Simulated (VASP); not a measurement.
# CdSe (F-43m) in VASP: further runs, part 3 of 3

VASP 6.6.1. Earlier steps stand in the parts before.

### 5 Phonons, r2SCAN

This run uses another cell than the first one, of 30.12 Å³/atom.

Contents of INCAR:

```
ALGO     = Normal         # electronic algorithm
EDIFF    = 1E-8           # SCF threshold, eV
ENCUT    = 520            # plane-wave cutoff, eV
IBRION   = 6              # ionic algorithm
ISIF     = 2              # what is computed and relaxed
ISMEAR   = 0              # smearing method
LASPH    = True           # aspherical terms in the spheres
LCHARG   = False          # write CHGCAR
LMIXTAU  = True         
LREAL    = False          # projectors in reciprocal space
LWAVE    = False          # write WAVECAR
METAGGA  = R2SCAN         # meta-GGA
NELM     = 60             # most SCF steps
NFREE    = 2            
NSW      = 1              # ionic steps
POTIM    = 0.015          # step
PREC     = Accurate       # precision mode
SIGMA    = 0.01           # smearing width, eV
```

Contents of KPOINTS:

```
k-points
0
Gamma
  6 6 6
```

Contents of POSCAR:

```
CdSe
1.0
    3.1115420720      3.1115420720      0.0000000000
   -3.1115420720      3.1115420720      0.0000000000
    0.0000000000      3.1115420720      3.1115420720
Cd Se
1 1
Direct
    0.0000000000      0.0000000000      0.0000000000
    0.7500000000      0.2500000000      0.5000000000
```

Potentials or basis: VASP PAW PBE potentials, release 64 (Cd, Se).

Run with:

```sh
cat potpaw_PBE.64/Cd/POTCAR potpaw_PBE.64/Se/POTCAR > POTCAR
mpirun -np 1 vasp_std > vasp.out
```

OUTCAR:

```text
EDIFF = 1E-8
   ENCUT = 520
   IBRION = 6
   ISIF = 2
   ISMEAR = 0
   LASPH = True
   LREAL = False
   METAGGA = R2SCAN
   NELM = 60
   NFREE = 2
   NSW = 1
   POTIM = 0.015
   PREC = Accurate

 ion  position               nearest neighbor table
   1  0.000  0.000  0.000-   2 2.69   2 2.69   2 2.69   2 2.69
   2  0.750  0.250  0.500-   1 2.69   1 2.69   1 2.69   1 2.69

  LATTYP: Found a face centered cubic cell.
 ALAT       =     6.2230841440

  Lattice vectors:

 A1 = (   0.0000000000,   3.1115420720,   3.1115420720)
 A2 = (   3.1115420720,   0.0000000000,   3.1115420720)
 A3 = (   3.1115420720,   3.1115420720,   0.0000000000)

Analysis of symmetry for initial positions (statically):
=====================================================================
 Subroutine PRICEL returns:
 Original cell was already a primitive cell.

 Routine SETGRP: Setting up the symmetry group for a
 face centered cubic supercell.

 Subroutine GETGRP returns: Found 24 space group operations
 (whereof 24 operations were pure point group operations)
 out of a pool of 48 trial point group operations.

The static configuration has the point symmetry T_d .

Analysis of symmetry for dynamics (positions and initial velocities):
=====================================================================
 Subroutine PRICEL returns:
 Original cell was already a primitive cell.

 Routine SETGRP: Setting up the symmetry group for a
 face centered cubic supercell.

 Subroutine GETGRP returns: Found 24 space group operations
 (whereof 24 operations were pure point group operations)
 out of a pool of 48 trial point group operations.

The dynamic configuration has the point symmetry T_d .

 Subroutine INISYM returns: Found 24 space group operations
 (whereof 24 operations are pure point group operations),
 and found     1 'primitive' translations

----------------------------------------------------------------------------------------

                                     Primitive cell

  volume of cell :      60.2500

  direct lattice vectors                    reciprocal lattice vectors
     3.111542072  3.111542072  0.000000000     0.160692026  0.160692026 -0.160692026
    -3.111542072  3.111542072  0.000000000    -0.160692026  0.160692026 -0.160692026
     0.000000000  3.111542072  3.111542072     0.000000000  0.000000000  0.321384052

  length of vectors
     4.400384998  4.400384998  4.400384998     0.278326754  0.278326754  0.321384052

  position of ions in fractional coordinates (direct lattice)
     0.000000000  0.000000000  0.000000000
     0.750000000  0.250000000  0.500000000

  ion indices of the primitive-cell ions
   primitive index   ion index
                 1           1
                 2           2
[... 102 lines left out ...]

--------------------------------------- Ionic step        1  -------------------------------------------

 number of electron      18.0000001 magnetization

 Free energy of the ion-electron system (eV)
  ---------------------------------------------------
  ext. energy  EPLUGINS =         0.00000000
  ---------------------------------------------------
  free energy    TOTEN  =       -35.89974243 eV

  energy without entropy =      -35.89974243  energy(sigma->0) =      -35.89974243

------------------------ aborting loop because EDIFF is reached ----------------------------------------

  FORCE on cell =-STRESS in cart. coord.  units (eV):
  Direction    XX          YY          ZZ          XY          YZ          ZX
  --------------------------------------------------------------------------------------
  -------------------------------------------------------------------------------------
  Total       -0.6871586     -0.6871586     -0.6871586     -0.0000000      0.0000000      0.0000000
  in kB      -18.2730277    -18.2730277    -18.2730277     -0.0000000      0.0000000      0.0000000
  external PRESSURE =     -18.2730277 kB  Pullay stress =       0.0000000 kB
[... 131 lines left out ...]
--------------------------------------- Ionic step        5  -------------------------------------------

 number of electron      18.0000001 magnetization

 Free energy of the ion-electron system (eV)
  ---------------------------------------------------
  ext. energy  EPLUGINS =         0.00000000
  ---------------------------------------------------
  free energy    TOTEN  =       -35.89930015 eV

  energy without entropy =      -35.89930015  energy(sigma->0) =      -35.89930015

 E-fermi :   0.1944     XC(G=0):  -9.1021

 val. band max:        0.1318325360   @ k =   0.0000   0.0000   0.0000
 cond. band min:       1.0526070670   @ k =   0.0000   0.0000   0.0000
 fundamental gap:      0.9207745310
 Fermi energy:         0.1943620438

 k-point     1 :       0.0000    0.0000    0.0000
  band No.  band energies     occupation
      1     -12.5215      2.00000
      2      -7.8514      2.00000
      3      -7.8443      2.00000
      4      -7.8374      2.00000
      5      -7.5172      2.00000
      6      -7.5171      2.00000
      7       0.1139      2.00000
      8       0.1233      2.00000
      9       0.1318      2.00000
     10       1.0526      0.00000
     11       6.5765      0.00000
     12       6.5837      0.00000
     13       6.5918      0.00000
[... 354 lines left out ...]
  band No.  band energies     occupation
      1     -12.2007      2.00000
      2      -7.7439      2.00000
      3      -7.7391      2.00000
      4      -7.5175      2.00000
      5      -7.5161      2.00000
      6      -7.3145      2.00000
      7      -3.4552      2.00000
      8      -1.3867      2.00000
      9      -0.5620      2.00000
     10       3.8199      0.00000
     11       6.3717      0.00000
     12       7.2292      0.00000
     13       7.4988      0.00000

 [... further k-points ...]

------------------------ aborting loop because EDIFF is reached ----------------------------------------

  FORCE on cell =-STRESS in cart. coord.  units (eV):
  Direction    XX          YY          ZZ          XY          YZ          ZX
  --------------------------------------------------------------------------------------
  -------------------------------------------------------------------------------------
  Total       -0.6866243     -0.6851598     -0.6851598      0.0000000     -0.0686013      0.0000000
  in kB      -18.2588196    -18.2198757    -18.2198757      0.0000000     -1.8242576      0.0000000
  external PRESSURE =     -18.2328570 kB  Pullay stress =       0.0000000 kB
[... 17 lines left out ...]
  FREE ENERGIE OF THE ION-ELECTRON SYSTEM (eV)
  ---------------------------------------------------
  free  energy   TOTEN  =       -35.8993001492 eV

  energy  without entropy=      -35.8993001492  energy(sigma->0) =      -35.89930015

 INTERNAL STRAIN TENSORS FROM DISPLACED ATOMS
 ============================================

 INTERNAL STRAIN TENSOR FOR ION    1 for displacements in x,y,z  (eV/Angst):
          X           Y           Z          XY          YZ          ZX
  --------------------------------------------------------------------------------
  x    -0.00000     0.00000     0.00000     0.00000    -4.57290     0.00000
  y     0.00000     0.00000     0.00000     0.00000     0.00000    -4.57290
  z     0.00000     0.00000    -0.00000    -4.57290     0.00000     0.00000

 INTERNAL STRAIN TENSOR FOR ION    2 for displacements in x,y,z  (eV/Angst):
          X           Y           Z          XY          YZ          ZX
  --------------------------------------------------------------------------------
  x    -0.00000     0.00000     0.00000     0.00000     4.57313     0.00000
  y     0.00000     0.00000     0.00000     0.00000     0.00000     4.57313
  z     0.00000     0.00000    -0.00000     4.57313     0.00000     0.00000

 Eigenvectors and eigenvalues of the dynamical matrix
 ----------------------------------------------------

   1 f  =    4.550168 THz    28.589549 2PiTHz  151.777269 cm-1    18.817975 meV
             X         Y         Z           dx          dy          dz
      0.000000  0.000000  0.000000     0.642343    0.000000   -0.000000
      1.555771  4.667313  1.555771    -0.766418   -0.000000    0.000000
[... 21 lines left out ...]
   6 f/i=    0.000011 THz     0.000071 2PiTHz    0.000376 cm-1     0.000047 meV
             X         Y         Z           dx          dy          dz
      0.000000  0.000000  0.000000     0.000000   -0.000000    0.766418
      1.555771  4.667313  1.555771     0.000000    0.000000    0.642343

 ELASTIC MODULI CONTR FROM IONIC RELAXATION (kBar)
 Direction    XX          YY          ZZ          XY          YZ          ZX
 --------------------------------------------------------------------------------
 XX          -0.0000     -0.0000      0.0000     -0.0000      0.0000     -0.0000
 YY          -0.0000     -0.0000      0.0000     -0.0000      0.0000     -0.0000
 ZZ           0.0000      0.0000     -0.0000      0.0000      0.0000     -0.0000
 XY          -0.0000     -0.0000      0.0000   -141.5353      0.0000      0.0000
 YZ           0.0000      0.0000      0.0000      0.0000   -141.5353      0.0000
 ZX          -0.0000     -0.0000     -0.0000      0.0000      0.0000   -141.5353
 --------------------------------------------------------------------------------
```

Wall time 9.1 min (1 thread of Intel Xeon Platinum 8259CL at 2.50GHz (Skylake/Cascade Lake), shared host); peak memory 0.26 GiB.

Results:

- Highest phonon frequency at Γ, LO-TO splitting left out: 152 cm⁻¹

Phonon frequencies in cm⁻¹ (negative: imaginary):
```
              q point        frequencies
(0.000, 0.000, 0.000)  0 0 0 152 152 152
```

Caveat: the cell stands under pressure or tension, which shifts response properties; the PAW data sets were made with another functional, which shifts forces and pressure a little.
